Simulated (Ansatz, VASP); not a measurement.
## Si3As2: VASP beside Ansatz

```
Si As
1.0
     3.78231    0.00000    0.00000
    -1.89116    3.27558    0.00000
     0.00000    0.00000   18.73235
Si As
6 4
Direct
  0.00000 0.00000 0.06313
  0.33333 0.66667 0.10639
  0.33333 0.66667 0.23184
  0.00000 0.00000 0.93687
  0.66667 0.33333 0.89361
  0.66667 0.33333 0.76816
  0.33333 0.66667 0.71131
  0.66667 0.33333 0.28869
  0.33333 0.66667 0.46441
  0.66667 0.33333 0.53559
```

Alike in both runs: functional PBE; k mesh 5 × 5 × 1; occupations gaussian, width 0.2 eV; no spin polarisation.

Ansatz relaxed the structure, and its values are those at the end. VASP's run is a single point on that final structure, the one shown.

```csv
,VASP,Ansatz
version,VASP 6.6.1,Ansatz 0.2.0
potentials or method,"VASP PAW PBE potentials, release 64 (Si, As), cutoff 520 eV","scalar-relativistic, plane waves, PAW"
valence electrons in the cell,44,84
```

Ansatz gave:

```
gap on the k mesh at the Fermi level (eV) : none
pressure (GPa)                            : 0.0
rms of the force components (eV/Å)        : 0.008
```

Question: What did VASP give for the same quantities?

Answer: gap on the k mesh at the Fermi level (eV): none; pressure (GPa): 0.1; rms of the force components (eV/Å): 0.017.

A gap of «none» marks a metal or a gap that the smearing closes. The functional is the same, so the differences come from potentials, cutoffs and numerics. VASP's potentials hold 44 valence electrons a cell and Ansatz's 84, so a difference there can come from the potentials and not from the codes.

The k mesh is coarse, so the values compare programs but aren't converged.
